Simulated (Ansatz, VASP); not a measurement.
## InSb in VASP and in Ansatz

```
In Sb
1.0
     0.00000    3.20671    3.23910
     3.20671    0.00000    3.23910
     3.20671    3.20671    0.00000
In Sb
1 1
Direct
  0.00000 0.00000 0.00000
  0.75000 0.75000 0.75000
```

Change from the starting cell: equal xx and yy strain of -1 %.

Alike in both runs: task single point; functional PBE; k mesh 10 × 10 × 10; occupations fermi-dirac, width 0.03 eV; no spin polarisation.

```csv
,VASP,Ansatz
version,VASP 6.6.1,Ansatz 0.2.0
potentials or method,"VASP PAW PBE potentials, release 64 (In_d, Sb), cutoff 520 eV","all-electron LAPW, scalar-relativistic"
```

|  | VASP | Ansatz | Ansatz less VASP |
| --- | --- | --- | --- |
| pressure (GPa) | 4.2 | 4.2 | +0.04 |
| traceless stress, the component that is largest in VASP (GPa) | -0.17 | -0.17 | 0.000 |

Ansatz ran all-electron here, and VASP with PAW potentials.

Spin-orbit coupling is off throughout.
